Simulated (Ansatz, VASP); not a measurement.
# TiC in VASP and in Ansatz

```
Ti C
1.0
     0.00000    2.15930    2.15930
     2.15930    0.00000    2.15930
     2.15930    2.15930    0.00000
Ti C
1 1
Direct
  0.00000 0.00000 0.00000
  0.50000 0.50000 0.50000
```

Alike in both runs: task single point; functional PBE; k mesh 7 × 7 × 7; occupations fermi-dirac, width 0.05 eV; no spin polarisation.

|  | VASP | Ansatz |
| --- | --- | --- |
| version | VASP 6.6.1 | Ansatz 0.2.0 |
| potentials or method | VASP PAW PBE potentials, release 64 (Ti_sv, C), cutoff 600 eV | plane waves, PAW |
| valence electrons in the cell | 16 | 16 |

```csv
,VASP,Ansatz,Ansatz less VASP
pressure (GPa),2.7,2.6,-0.10
```
